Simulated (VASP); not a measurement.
# Pd (P6_3/mmc) in VASP: further runs

The runs below take Pd through single point, with PBE+U.

All numbers are computed with VASP 6.6.1; they aren't measurements. Logs are shortened: lines on timing, memory, paths and dates and some standing lists are left out, and cuts for length are marked.

### Step 1. The cell of the first run

The structure is hexagonal, space group P6_3/mmc (No. 194). Conventional cell: a = 2.784 Å, b = 2.784 Å, c = 4.629 Å, α = 90.00°, β = 90.00°, γ = 120.00°. Within 3.7 Å of Pd (site symmetry -6m2) lie 12 Pd at 2.78 to 2.82 Å.

This isn't the form of Pd at room conditions, which is fcc.

### Step 2. Single point, PBE+U, collinear spin

Contents of INCAR:

```
  PREC = Accurate
  ENCUT = 520
  EDIFF = 1E-7
  ISMEAR = -1
  SIGMA = 0.05
  LREAL = False
  LASPH = True
  NELM = 150
  ALGO = Normal
  ISIF = 2
  LWAVE = False
  LCHARG = False
  ISPIN = 2
  MAGMOM = 0.6 0.6
  LORBIT = 11
  LMAXMIX = 4
  LDAU = True
  LDAUTYPE = 2
  LDAUL = 2
  LDAUU = 8
  LDAUJ = 0
  LDAUPRINT = 1
  GGA = PE
  NBANDS = 21
```

Contents of KPOINTS:

```
Automatic mesh
0
Gamma
  14 14 7
```

Contents of POSCAR:

```
Pd
1.0
    2.7836650458      0.0000000000      0.0000000000
   -1.3918325229      2.4107246453      0.0000000000
    0.0000000000      0.0000000000      4.6288930000
Pd
2
Direct
    0.6666666667      0.3333333333      0.7500000000
    0.3333333333      0.6666666667      0.2500000000
```

Potentials or basis: VASP PAW PBE potentials, release 64 (Pd).

The run is started by

```bash
$ cat potpaw_PBE.64/Pd/POTCAR > POTCAR
$ mpirun -np 1 vasp_std > vasp.out
```

OUTCAR:

```text
PREC = Accurate
   ENCUT = 520
   EDIFF = 1E-7
   ISMEAR = -1
   LREAL = False
   LASPH = True
   NELM = 150
   ISIF = 2
   ISPIN = 2
   LORBIT = 11
   GGA = PE

 ion  position               nearest neighbor table
   1  0.667  0.333  0.750-   2 2.82   2 2.82   2 2.82   2 2.82   2 2.82   2 2.82
   2  0.333  0.667  0.250-   1 2.82   1 2.82   1 2.82   1 2.82   1 2.82   1 2.82

  LATTYP: Found a hexagonal cell.
 ALAT       =     2.7836650458
 C/A-ratio  =     1.6628771507

  Lattice vectors:

 A1 = (   2.7836650458,   0.0000000000,   0.0000000000)
 A2 = (  -1.3918325229,   2.4107246453,   0.0000000000)
 A3 = (   0.0000000000,   0.0000000000,   4.6288930000)

Analysis of symmetry for initial positions (statically):
=====================================================================
 Subroutine PRICEL returns:
 Original cell was already a primitive cell.

 Routine SETGRP: Setting up the symmetry group for a
 hexagonal supercell.

 Subroutine GETGRP returns: Found 24 space group operations
 (whereof 12 operations were pure point group operations)
 out of a pool of 24 trial point group operations.

The static configuration has the point symmetry D_3d.
 The point group associated with its full space group is D_6h.

Analysis of symmetry for dynamics (positions and initial velocities):
=====================================================================
 Subroutine PRICEL returns:
 Original cell was already a primitive cell.

 Routine SETGRP: Setting up the symmetry group for a
 hexagonal supercell.

 Subroutine GETGRP returns: Found 24 space group operations
 (whereof 12 operations were pure point group operations)
 out of a pool of 24 trial point group operations.

The dynamic configuration has the point symmetry D_3d.
 The point group associated with its full space group is D_6h.

Analysis of structural, dynamic, and magnetic symmetry:
[... 204 lines left out ...]
 -0.0000  0.0000 -0.0000  0.9979 -0.0000
 -0.0000  0.0000  0.0000 -0.0000  0.8288

 occupancies and eigenvectors

  o =  0.8288  v =  0.0000  0.0000  0.0000  0.0000  0.0000  0.0000  0.0000  0.0000 -0.0000 -1.0000      0.0000  0.0000  0.0000  0.0000  0.0000  0.0000  0.0000  0.0000  0.0000  0.0000
  o =  0.8288  v =  0.0000  0.0000  0.0000  0.0000  0.0000  1.0000  0.0000  0.0000  0.0000  0.0000      0.0000  0.0000  0.0000  0.0000  0.0000  0.0000  0.0000  0.0000  0.0000  0.0000
  o =  0.9686  v =  0.0000  0.0000  0.0000  0.0000  0.0000  0.0000  0.0000 -1.0000  0.0000 -0.0000      0.0000  0.0000  0.0000  0.0000  0.0000  0.0000  0.0000  0.0000  0.0000  0.0000
  o =  0.9979  v =  0.0000  0.0000  0.0000  0.0000  0.0000  0.0000 -0.0000 -0.0000 -1.0000  0.0000      0.0000  0.0000  0.0000  0.0000  0.0000  0.0000  0.0000  0.0000  0.0000  0.0000
  o =  0.9979  v =  0.0000  0.0000  0.0000  0.0000  0.0000  0.0000 -1.0000 -0.0000  0.0000 -0.0000      0.0000  0.0000  0.0000  0.0000  0.0000  0.0000  0.0000  0.0000  0.0000  0.0000
  o =  0.9987  v =  0.0000 -0.0000  1.0000  0.0000 -0.0000  0.0000  0.0000  0.0000  0.0000  0.0000      0.0000  0.0000  0.0000  0.0000  0.0000  0.0000  0.0000  0.0000  0.0000  0.0000
  o =  1.0027  v =  0.0000 -0.0000 -0.0000  1.0000  0.0000  0.0000  0.0000  0.0000  0.0000  0.0000      0.0000  0.0000  0.0000  0.0000  0.0000  0.0000  0.0000  0.0000  0.0000  0.0000
  o =  1.0027  v =  0.0000  1.0000  0.0000  0.0000 -0.0000  0.0000  0.0000  0.0000  0.0000  0.0000      0.0000  0.0000  0.0000  0.0000  0.0000  0.0000  0.0000  0.0000  0.0000  0.0000
  o =  1.0029  v =  1.0000  0.0000  0.0000  0.0000  0.0000  0.0000  0.0000  0.0000  0.0000  0.0000      0.0000  0.0000  0.0000  0.0000  0.0000  0.0000  0.0000  0.0000  0.0000  0.0000
  o =  1.0029  v =  0.0000  0.0000  0.0000 -0.0000  1.0000  0.0000  0.0000  0.0000  0.0000  0.0000      0.0000  0.0000  0.0000  0.0000  0.0000  0.0000  0.0000  0.0000  0.0000  0.0000

 number of electron      20.0000008 magnetization       0.5597867

 Free energy of the ion-electron system (eV)
  ---------------------------------------------------
  ext. energy  EPLUGINS =         0.00000000
  ---------------------------------------------------
  free energy    TOTEN  =        -3.28563047 eV

  energy without entropy =       -3.27176535  energy(sigma->0) =       -3.27869791

 E-fermi :   6.4189     XC(G=0): -12.5630

 val. band max:        6.4183436386   @ k =   0.2143   0.2143   0.0000
 cond. band min:       6.4224549404   @ k =   0.2857   0.1429   0.4286
 fundamental gap:      0.0041113018
 Fermi energy:         6.4188623048

 spin component 1

 k-point     1 :       0.0000    0.0000    0.0000
  band No.  band energies     occupation
      1       1.0059      1.00000
      2       2.3371      1.00000
      3       2.5104      1.00000
      4       2.5104      1.00000
      5       2.5984      1.00000
      6       2.8234      1.00000
[... 1145 lines left out ...]
     20      33.7745      0.00000
     21      35.8416      0.00000

 [... further k-points ...]
[... 5 lines left out ...]
  --------------------------------------------------------------------------------------
  -------------------------------------------------------------------------------------
  Total       -3.6077704     -3.6077704     -2.3304188      0.0000000     -0.0000000      0.0000000
  in kB     -186.0834498   -186.0834498   -120.1995486      0.0000000     -0.0000000      0.0000000
  external PRESSURE =    -164.1221494 kB  Pullay stress =       0.0000000 kB

 VOLUME and BASIS-vectors are now :
 -----------------------------------------------------------------------------
  energy-cutoff  :      520.00
  volume of cell :       31.06
      direct lattice vectors                 reciprocal lattice vectors
     2.783665046  0.000000000  0.000000000     0.359238624  0.207406516  0.000000000
    -1.391832523  2.410724645  0.000000000     0.000000000  0.414813032  0.000000000
     0.000000000  0.000000000  4.628893000     0.000000000  0.000000000  0.216034374

 POSITION                                       TOTAL-FORCE (eV/Angst)
 -----------------------------------------------------------------------------------
      1.39183      0.80357      3.47167         0.000000     -0.000000      0.000000
     -0.00000      1.60715      1.15722        -0.000000      0.000000      0.000000
 -----------------------------------------------------------------------------------
    total drift:                               -0.000000      0.000000     -0.000000

  FREE ENERGIE OF THE ION-ELECTRON SYSTEM (eV)
  ---------------------------------------------------
  free  energy   TOTEN  =        -3.2856304723 eV

  energy  without entropy=       -3.2717653496  energy(sigma->0) =       -3.27869791

 total charge

# of ion       s       p       d       tot
------------------------------------------
    1        0.311   0.225   9.553  10.089
    2        0.311   0.225   9.553  10.089
--------------------------------------------------
tot          0.622   0.450  19.106  20.178

 magnetization (x)

# of ion       s       p       d       tot
------------------------------------------
    1       -0.011  -0.014   0.384   0.358
    2       -0.011  -0.014   0.384   0.358
--------------------------------------------------
tot         -0.022  -0.028   0.767   0.717
```

Wall time 2.1 min (1 thread of Intel Xeon Platinum 8259CL at 2.50GHz (Skylake/Cascade Lake), shared host); peak memory 0.23 GiB.

What came out:

| Item | Value |
| --- | --- |
| Free energy | -3.2856 eV |
| Pressure | -16.4 GPa |
| Net moment | 0.56 μB per cell |
| Site moments | Pd +0.36 μB |

Stress tensor (GPa, compression positive):
```
-18.61   0.00   0.00
  0.00 -18.61   0.00
  0.00   0.00 -12.02
```

Levels at points of the mesh, in eV from the Fermi level:
Spin up:
| k point | band 6 | band 7 | band 8 | band 9 | band 10 | band 11 | band 12 | band 13 | band 14 | band 15 |
| --- | --- | --- | --- | --- | --- | --- | --- | --- | --- | --- |
| (0.00, 0.00, 0.00) | -3.60 | -3.60 | -2.70 | -2.70 | -1.31 | -1.31 | 3.78 | 7.62 | 19.53 | 21.44 |
| (0.50, 0.00, 0.00) | -2.80 | -1.83 | -1.31 | -1.14 | -1.08 | 4.18 | 5.79 | 11.38 | 11.40 | 13.04 |
Spin down:
| k point | band 7 | band 8 | band 9 | band 10 | band 11 | band 12 | band 13 | band 14 |
| --- | --- | --- | --- | --- | --- | --- | --- | --- |
| (0.00, 0.00, 0.00) | -2.17 | -1.85 | -1.85 | -1.12 | -1.12 | 3.71 | 7.83 | 19.52 |
| (0.50, 0.00, 0.00) | -1.21 | -0.89 | 0.42 | 0.59 | 4.36 | 6.18 | 11.38 | 11.75 |

Eigenvalues of the final occupation matrices:
```tsv
site	spin	trace	eigenvalues
site 1 d	1	5.01	1.00 1.00 1.00 1.00 1.00
site 1 d	2	4.62	0.83 0.83 0.97 1.00 1.00
site 2 d	1	5.01	1.00 1.00 1.00 1.00 1.00
site 2 d	2	4.62	0.83 0.83 0.97 1.00 1.00
```

Caveat: the cell stands under tension; the U is typed as a test and isn't derived for this compound.

### Step 3. Single point, PBE+U, collinear spin

Contents of INCAR:

```
SYSTEM = Pd
ALGO = Normal ; EDIFF = 1E-7
ENCUT = 520 ; GGA = PE
ISIF = 2 ; ISMEAR = -1
ISPIN = 2 ; LASPH = .TRUE.
LCHARG = .FALSE. ; LDAU = .TRUE.
LDAUJ = 0 ; LDAUL = 2
LDAUPRINT = 1 ; LDAUTYPE = 2
LDAUU = 3 ; LMAXMIX = 4
LORBIT = 11 ; LREAL = .FALSE.
LWAVE = .FALSE. ; MAGMOM = 0.6 -0.6
NBANDS = 21 ; NELM = 150
PREC = Accurate ; SIGMA = 0.05
```

Contents of KPOINTS:

```
k-points
0
G
  14 14 7
  0 0 0
```

POSCAR is that of step 2.

Potentials or basis: VASP PAW PBE potentials, release 64 (Pd).

The run is started by

```bash
$ cat potpaw_PBE.64/Pd/POTCAR > POTCAR
$ mpirun -np 1 vasp_std > vasp.out
```

It took 75 s on 1 thread of Intel Xeon Platinum 8259CL at 2.50GHz (Skylake/Cascade Lake), shared host; peak memory 0.22 GiB.

Results (log left out):

```
Free energy                                           : -6.8764 eV
Pressure                                              : -6.5 GPa
Band gap on the k mesh                                : zero (filled and empty bands overlap)
Net moment                                            : 0.00 μB per cell
Site moments                                          : Pd +0.19, -0.19 μB
Valence electrons inside the program's atomic spheres : Pd 9.53
```

Stress tensor (GPa, compression positive):
```
-7.38  0.00  0.00
 0.00 -7.38  0.00
 0.00  0.00 -4.76
```

Levels at points of the mesh, in eV from the Fermi level:
Spin up:
```
           k point  band 7  band 8  band 9  band 10  band 11  band 12  band 13  band 14
(0.00, 0.00, 0.00)   -2.17   -1.73   -1.73    -0.38    -0.38     1.84     7.15    17.87
(0.50, 0.00, 0.00)   -1.33   -0.19   -0.13     0.28     3.06     4.95    10.14    10.32
```
Spin down:
```tsv
k point	band 6	band 7	band 8	band 9	band 10	band 11	band 12	band 13	band 14	band 15
(0.00, 0.00, 0.00)	-2.17	-2.17	-1.73	-1.73	-0.38	-0.38	1.84	7.15	17.87	19.51
(0.50, 0.00, 0.00)	-1.95	-1.33	-0.19	-0.13	0.28	3.06	4.95	10.14	10.32	13.25
```

Eigenvalues of the final occupation matrices:
```tsv
site	spin	trace	eigenvalues
site 1 d	1	4.50	0.88 0.90 0.90 0.91 0.91
site 1 d	2	4.31	0.82 0.82 0.84 0.91 0.91
site 2 d	1	4.31	0.82 0.82 0.84 0.91 0.91
site 2 d	2	4.50	0.88 0.90 0.90 0.91 0.91
```

Caveat: the cell stands under tension; the U is typed as a test and isn't derived for this compound.
